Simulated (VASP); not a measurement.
# Li (Im-3m) in VASP: further runs

Li is run at these levels: BLYP, PBE, revPBE; tasks: single point.

Program: VASP 6.6.1. These are calculated values, not measurements. Logs are shortened: lines on timing, memory, paths and dates and some standing lists are left out, and cuts for length are marked.

**1. The cell of the first run**

Symmetry: Im-3m, No. 229, cubic system. Conventional cell: a = 3.421 Å, b = 3.421 Å, c = 3.421 Å, α = 90.00°, β = 90.00°, γ = 90.00°. Li (site symmetry m-3m) has 14 Li at 2.96 to 3.42 Å within 3.9 Å.

**2. Single point, BLYP**

File INCAR:

```
PREC = Accurate ; ENCUT = 520
EDIFF = 1E-6 ; ISMEAR = -1
SIGMA = 0.05 ; LREAL = F
LASPH = T ; NELM = 60
ALGO = Normal ; ISIF = 2
LWAVE = F ; LCHARG = F
GGA = B5 ; ALDAX = 1.0
AGGAX = 1.0 ; AGGAC = 1.0
ALDAC = 0.0 ; NBANDS = 8
```

File KPOINTS:

```
regular mesh
0
Gamma
  11 11 11
```

File POSCAR:

```
Li
1.0
   -1.7106775216      1.7106775216      1.7106775216
    1.7106775216     -1.7106775216      1.7106775216
    1.7106775216      1.7106775216     -1.7106775216
Li
1
Direct
    0.0000000000      0.0000000000      0.0000000000
```

Potentials or basis: VASP PAW PBE potentials, release 64 (Li_sv).

The run is started by

```bash
> cat potpaw_PBE.64/Li_sv/POTCAR > POTCAR
> mpirun -np 1 vasp_std > vasp.out
```

OUTCAR:

```text
PREC = Accurate
   ENCUT = 520
   EDIFF = 1E-6
   ISMEAR = -1
   LREAL = F
   LASPH = T
   NELM = 60
   ISIF = 2
   GGA = B5

 ion  position               nearest neighbor table
   1  0.000  0.000  0.000-

  LATTYP: Found a body centered cubic cell.
 ALAT       =     3.4213550432

  Lattice vectors:

 A1 = (  -1.7106775216,   1.7106775216,   1.7106775216)
 A2 = (   1.7106775216,  -1.7106775216,   1.7106775216)
 A3 = (   1.7106775216,   1.7106775216,  -1.7106775216)

Analysis of symmetry for initial positions (statically):
=====================================================================
 Subroutine PRICEL returns:
 Original cell was already a primitive cell.

 Routine SETGRP: Setting up the symmetry group for a
 body centered cubic supercell.

 Subroutine GETGRP returns: Found 48 space group operations
 (whereof 48 operations were pure point group operations)
 out of a pool of 48 trial point group operations.

The static configuration has the point symmetry O_h .

Analysis of symmetry for dynamics (positions and initial velocities):
=====================================================================
 Subroutine PRICEL returns:
 Original cell was already a primitive cell.

 Routine SETGRP: Setting up the symmetry group for a
 body centered cubic supercell.

 Subroutine GETGRP returns: Found 48 space group operations
 (whereof 48 operations were pure point group operations)
 out of a pool of 48 trial point group operations.

The dynamic configuration has the point symmetry O_h .

 Subroutine INISYM returns: Found 48 space group operations
 (whereof 48 operations are pure point group operations),
 and found     1 'primitive' translations

----------------------------------------------------------------------------------------

                                     Primitive cell

  volume of cell :      20.0246

  direct lattice vectors                    reciprocal lattice vectors
    -1.710677522  1.710677522  1.710677522     0.000000000  0.292281855  0.292281855
     1.710677522 -1.710677522  1.710677522     0.292281855  0.000000000  0.292281855
     1.710677522  1.710677522 -1.710677522     0.292281855  0.292281855  0.000000000

  length of vectors
     2.962980383  2.962980383  2.962980383     0.413348964  0.413348964  0.413348964

  position of ions in fractional coordinates (direct lattice)
     0.000000000  0.000000000  0.000000000

  ion indices of the primitive-cell ions
   primitive index   ion index
                 1           1

----------------------------------------------------------------------------------------

 KPOINTS: regular mesh

Automatic generation of k-mesh.
 Grid dimensions read from file:
 generate k-points for:   11   11   11

 Generating k-lattice:

  Cartesian coordinates                     Fractional coordinates (reciprocal lattice)
     0.000000000  0.026571078  0.026571078     0.090909091  0.000000000  0.000000000
     0.026571078  0.000000000  0.026571078     0.000000000  0.090909091  0.000000000
     0.026571078  0.026571078  0.000000000     0.000000000  0.000000000  0.090909091

  Length of vectors
     0.037577179  0.037577179  0.037577179

  Shift w.r.t. Gamma in fractional coordinates (k-lattice)
     0.000000000  0.000000000  0.000000000

 Subroutine IBZKPT returns following result:
 ===========================================

 Found     56 irreducible k-points:

 Following reciprocal coordinates:
            Coordinates               Weight
  0.000000  0.000000  0.000000      1.000000
  0.090909  0.000000  0.000000     12.000000
  0.181818  0.000000  0.000000     12.000000
  0.272727  0.000000  0.000000     12.000000
  0.363636  0.000000  0.000000     12.000000
  0.454545  0.000000  0.000000     12.000000
[... 16 lines left out ...]
  0.272727  0.181818  0.090909     48.000000
  0.363636  0.181818  0.090909     24.000000
 [... further k-points ...]
   k-points           NKPTS =     56   k-points in BZ     NKDIM =     56   number of bands    NBANDS=      8
   number of dos      NEDOS =    301   number of ions     NIONS =      1
   total plane-waves  NPLWV =  13824
   dimension x,y,z NGX =    24 NGY =   24 NGZ =   24
   dimension x,y,z NGXF=    48 NGYF=   48 NGZF=   48
   ions per type =               1
   NGX,Y,Z   is equivalent  to a cutoff of  13.47, 13.47, 13.47 a.u.
   NGXF,Y,Z  is equivalent  to a cutoff of  26.93, 26.93, 26.93 a.u.
 SYSTEM =  unknown system
   PREC   = accura    normal or accurate (medium, high low for compatibility)
   ISTART =      0    job   : 0-new  1-cont  2-samecut
   ICHARG =      2    charge: 1-file 2-atom 10-const
   ISPIN  =      1    spin polarized calculation?
   LNONCOLLINEAR =      F non collinear calculations
   LSORBIT =      F    spin-orbit coupling
   LASPH  =      T    aspherical Exc in radial PAW
   ENCUT  =  520.0 eV  38.22 Ry    6.18 a.u.   5.51  5.51  5.51*2*pi/ulx,y,z
   NELM   =     60;   NELMIN=  2; NELMDL= -5     # of ELM steps
   EDIFF  = 0.1E-05   stopping-criterion for ELM
   LREAL  =      F    real-space projection
   EDIFFG = 0.1E-04   stopping-criterion for IOM
   NSW    =      0    number of steps for IOM
   IBRION =     -1    ionic relax: 0-MD 1-quasi-New 2-CG
   NFREE  =      0    steps in history (QN), initial steepest desc. (CG)
   ISIF   =      2    stress and relaxation
   ISYM   =      2    0-nonsym 1-usesym 2-fastsym
   POTIM  = 0.5000    time-step for ionic-motion
   TEBEG  =    0.0;   TEEND  =   0.0 temperature during run
   PSTRESS=    0.0 pullay stress
   NELECT =       3.0000    total number of electrons
   NUPDOWN=      -1.0000    fix difference up-down
   EMIN   =  10.00;   EMAX   =-10.00  energy-range for DOS
   EFERMI =   0.00;   METHOD = LEGACY
   ISMEAR =    -1;   SIGMA  =   0.05  broadening in eV -4-tet -1-fermi 0-gaus
   EFERMI_NEDOS =   21; number of points for ismear=-14 and -15
   IALGO  =     38    algorithm
   IMIX   =      4    mixing-type and parameters
     AMIX     =   0.40;   BMIX     =  1.00
     AMIX_MAG =   1.60;   BMIX_MAG =  1.00
  volume/ion in A,a.u.               =      20.02       135.13
  Fermi-wavevector in a.u.,A,eV,Ry     =   0.869482  1.643082 10.285983  0.755998
  Thomas-Fermi vector in A             =   1.988310
   LORBIT       =      0    0 simple, 1 ext, 2 COOP (PROOUT), +10 PAW based schemes
   GGA     = B5    functional components
   LHFCALC =     F    Hartree Fock is set to
   AEXX    =    0.0000 exact exchange contribution
   IVDW    =     0    specifies the selected vdW correction
   LEPSILON=     F    determine dielectric tensor
   LRPA    =     F    only Hartree local field effects (RPA)
 non-spin polarized calculation
  energy-cutoff  :      520.00
  volume of cell :       20.02
 maximum number of plane-waves:       555
 NGX is ok and might be reduce to    24
   NGX = 11   NGY = 11   NGZ = 11

 number of electron       3.0000003 magnetization

 Free energy of the ion-electron system (eV)
  ---------------------------------------------------
  ext. energy  EPLUGINS =         0.00000000
  ---------------------------------------------------
  free energy    TOTEN  =        -1.57322815 eV

  energy without entropy =       -1.56944231  energy(sigma->0) =       -1.57133523

 E-fermi :   1.0948     XC(G=0):  -6.6779

 val. band max:        1.0783697439   @ k =   0.4545   0.0000   0.0000
 cond. band min:       1.2743486583   @ k =   0.1818   0.1818   0.1818
 fundamental gap:      0.1959789144
 Fermi energy:         1.0948298651

 k-point     1 :       0.0000    0.0000    0.0000
  band No.  band energies     occupation
      1     -46.1322      2.00000
      2      -2.4735      2.00000
      3      15.4934      0.00000
      4      15.4936      0.00000
      5      15.4936      0.00000
      6      20.6751      0.00000
      7      20.6751      0.00000
      8      20.6751      0.00000

 k-point     2 :       0.0909    0.0000    0.0000
  band No.  band energies     occupation
      1     -46.1306      2.00000
      2      -2.3173      2.00000
      3      14.5096      0.00000
      4      14.8196      0.00000
      5      15.2450      0.00000
      6      18.8487      0.00000
      7      19.1080      0.00000
      8      20.6303      0.00000

 k-point     3 :       0.1818    0.0000    0.0000
  band No.  band energies     occupation
      1     -46.1265      2.00000
      2      -1.8485      2.00000
      3      11.9466      0.00000
      4      13.6132      0.00000
      5      14.5949      0.00000
      6      17.4517      0.00000
      7      17.9492      0.00000
      8      20.4524      0.00000

 k-point     4 :       0.2727    0.0000    0.0000
  band No.  band energies     occupation
      1     -46.1210      2.00000
      2      -1.0710      2.00000
      3       9.1027      0.00000
      4      12.5445      0.00000
      5      13.8358      0.00000
      6      16.1913      0.00000
      7      17.8510      0.00000
      8      21.0563      0.00000

 k-point     5 :       0.3636    0.0000    0.0000
  band No.  band energies     occupation
      1     -46.1160      2.00000
      2      -0.0185      2.00000
      3       6.5703      0.00000
      4      11.7924      0.00000
      5      13.2302      0.00000
      6      15.3479      0.00000
      7      18.0465      0.00000
      8      22.1736      0.00000
[... 177 lines left out ...]
 k-point    22 :       0.1818    0.1818    0.0909
  band No.  band energies     occupation
      1     -46.1157      2.00000
      2       0.1813      2.00000
      3       7.6724      0.00000
      4       8.9104      0.00000
      5      10.9035      0.00000
      6      20.0418      0.00000
      7      20.2242      0.00000
      8      23.4537      0.00000

 k-point    23 :       0.2727    0.1818    0.0909
  band No.  band energies     occupation
      1     -46.1127      2.00000
      2       1.3855      0.00596
      3       5.6337      0.00000
      4       8.0886      0.00000
      5      10.5227      0.00000
      6      20.5126      0.00000
      7      21.0553      0.00000
      8      24.3177      0.00000

 k-point    24 :       0.3636    0.1818    0.0909
  band No.  band energies     occupation
      1     -46.1117      2.00000
      2       2.3042      0.00000
      3       4.3814      0.00000
      4       7.8602      0.00000
      5      10.3964      0.00000
      6      20.5865      0.00000
      7      21.4811      0.00000
      8      24.9089      0.00000

 [... further k-points ...]

------------------------ aborting loop because EDIFF is reached ----------------------------------------

  FORCE on cell =-STRESS in cart. coord.  units (eV):
  Direction    XX          YY          ZZ          XY          YZ          ZX
  --------------------------------------------------------------------------------------
  -------------------------------------------------------------------------------------
  Total       -0.0117245     -0.0117245     -0.0117245     -0.0000000     -0.0000000     -0.0000000
  in kB       -0.9380814     -0.9380814     -0.9380814     -0.0000000     -0.0000000     -0.0000000
  external PRESSURE =      -0.9380814 kB  Pullay stress =       0.0000000 kB

 VOLUME and BASIS-vectors are now :
 -----------------------------------------------------------------------------
  energy-cutoff  :      520.00
  volume of cell :       20.02
      direct lattice vectors                 reciprocal lattice vectors
    -1.710677522  1.710677522  1.710677522     0.000000000  0.292281855  0.292281855
     1.710677522 -1.710677522  1.710677522     0.292281855  0.000000000  0.292281855
     1.710677522  1.710677522 -1.710677522     0.292281855  0.292281855  0.000000000

 POSITION                                       TOTAL-FORCE (eV/Angst)
 -----------------------------------------------------------------------------------
      0.00000      0.00000      0.00000         0.000000     -0.000000      0.000000
 -----------------------------------------------------------------------------------
    total drift:                                0.000000      0.000000      0.000000

  FREE ENERGIE OF THE ION-ELECTRON SYSTEM (eV)
  ---------------------------------------------------
  free  energy   TOTEN  =        -1.5732281490 eV

  energy  without entropy=       -1.5694423135  energy(sigma->0) =       -1.57133523
```

It took 12 s on 1 thread of Intel Xeon 8259CL, shared host; peak memory 0.13 GiB.

Results:

```
Free energy            : -1.5732 eV
Band gap on the k mesh : zero (an odd number of electrons rules out a gap without spin polarisation)
```

Levels at points of the mesh, in eV from the Fermi level:
```tsv
k point	band 1	band 2	band 3	band 4	band 5
(0.00, 0.00, 0.00)	-47.23	-3.57	14.40	14.40	14.40
```

Caveat: the cutoff is under 1.25 times the usual one of these potentials, so pressure, stress and relaxed cells hold a basis-set (Pulay) error; the PAW data sets were made with another functional, which shifts forces and pressure a little.

**3. Single point, PBE**

This run uses another cell than the first one, of 21.61 Å³/atom.

File INCAR:

```
SYSTEM = Li
PREC = Accurate
ENCUT = 520
EDIFF = 1E-6
ISMEAR = 0
SIGMA = 0.028000000000000004
LREAL = .FALSE.
LASPH = .TRUE.
NELM = 60
ALGO = Normal
ISIF = 2
LWAVE = .FALSE.
LCHARG = .TRUE.
GGA = PE
LELF = .TRUE.
LVHAR = .TRUE.
NBANDS = 8
```

File KPOINTS:

```
Automatic mesh
0
G
  11 11 11
  0 0 0
```

File POSCAR:

```
Li
1.0
   -1.7546500000      1.7546500000      1.7546500000
    1.7546500000     -1.7546500000      1.7546500000
    1.7546500000      1.7546500000     -1.7546500000
Li
1
Direct
    0.0000000000      0.0000000000      0.0000000000
```

Potentials or basis: VASP PAW PBE potentials, release 64 (Li_sv).

The run is started by

```bash
> cat potpaw_PBE.64/Li_sv/POTCAR > POTCAR
> mpirun -np 1 vasp_std > vasp.out
```

OUTCAR:

```text
SYSTEM = Li
   PREC = Accurate
   ENCUT = 520
   EDIFF = 1E-6
   ISMEAR = 0
   LREAL = .FALSE.
   LASPH = .TRUE.
   NELM = 60
   ISIF = 2
   GGA = PE

 ion  position               nearest neighbor table
   1  0.000  0.000  0.000-

  LATTYP: Found a body centered cubic cell.
 ALAT       =     3.5093000000

  Lattice vectors:

 A1 = (  -1.7546500000,   1.7546500000,   1.7546500000)
 A2 = (   1.7546500000,  -1.7546500000,   1.7546500000)
 A3 = (   1.7546500000,   1.7546500000,  -1.7546500000)

Analysis of symmetry for initial positions (statically):
=====================================================================
 Subroutine PRICEL returns:
 Original cell was already a primitive cell.

 Routine SETGRP: Setting up the symmetry group for a
 body centered cubic supercell.

 Subroutine GETGRP returns: Found 48 space group operations
 (whereof 48 operations were pure point group operations)
 out of a pool of 48 trial point group operations.

The static configuration has the point symmetry O_h .

Analysis of symmetry for dynamics (positions and initial velocities):
[... 160 lines left out ...]
 cond. band min:       0.4717458183   @ k =   0.4545   0.0000   0.0000
 fundamental gap:      0.0423469107
 Fermi energy:         0.4447239705

 k-point     1 :       0.0000    0.0000    0.0000
  band No.  band energies     occupation
      1     -46.1862      2.00000
      2      -3.0245      2.00000
      3      14.4012      0.00000
      4      14.4012      0.00000
      5      14.4012      0.00000
      6      19.0435      0.00000
      7      19.0437      0.00000
      8      19.0437      0.00000
[... 243 lines left out ...]
 k-point    24 :       0.3636    0.1818    0.0909
  band No.  band energies     occupation
      1     -46.1704      2.00000
      2       1.6553      0.00000
      3       3.5772      0.00000
      4       6.9156      0.00000
      5       9.2889      0.00000
      6      19.1042      0.00000
      7      20.0111      0.00000
      8      23.2689      0.00000

 [... further k-points ...]

------------------------ aborting loop because EDIFF is reached ----------------------------------------

  FORCE on cell =-STRESS in cart. coord.  units (eV):
  Direction    XX          YY          ZZ          XY          YZ          ZX
  --------------------------------------------------------------------------------------
  -------------------------------------------------------------------------------------
  Total       -0.1161916     -0.1161916     -0.1161916     -0.0000000     -0.0000000     -0.0000000
  in kB       -8.6149686     -8.6149686     -8.6149686     -0.0000000     -0.0000000     -0.0000000
  external PRESSURE =      -8.6149686 kB  Pullay stress =       0.0000000 kB

 VOLUME and BASIS-vectors are now :
 -----------------------------------------------------------------------------
  energy-cutoff  :      520.00
  volume of cell :       21.61
      direct lattice vectors                 reciprocal lattice vectors
    -1.754650000  1.754650000  1.754650000     0.000000000  0.284957114  0.284957114
     1.754650000 -1.754650000  1.754650000     0.284957114  0.000000000  0.284957114
     1.754650000  1.754650000 -1.754650000     0.284957114  0.284957114  0.000000000

 POSITION                                       TOTAL-FORCE (eV/Angst)
 -----------------------------------------------------------------------------------
      0.00000      0.00000      0.00000         0.000000      0.000000     -0.000000
 -----------------------------------------------------------------------------------
    total drift:                               -0.000000      0.000000     -0.000000

  FREE ENERGIE OF THE ION-ELECTRON SYSTEM (eV)
  ---------------------------------------------------
  free  energy   TOTEN  =        -1.9042078293 eV

  energy  without entropy=       -1.9037294822  energy(sigma->0) =       -1.90396866
```

stdout:

```text
POSCAR found type information on POSCAR Li
 POSCAR found :  1 types and       1 ions
 scaLAPACK will be used
 LDA part: xc-table for (Slater+PW92), standard interpolation
 POSCAR, INCAR and KPOINTS ok, starting setup
 FFT: planning ... GRIDC
 FFT: planning ... GRID_SOFT
 FFT: planning ... GRID
 WAVECAR not read
 entering main loop
```

Run time: 6.8 s. Hardware: 1 thread of Intel Xeon 8259CL, shared host; peak memory 0.13 GiB.

Results:

- Free energy: -1.9042 eV
- Band gap on the k mesh: zero (an odd number of electrons rules out a gap without spin polarisation)

Caveat: the cutoff is under 1.25 times the usual one of these potentials, so pressure, stress and relaxed cells hold a basis-set (Pulay) error.

[end of part 1 of 2]
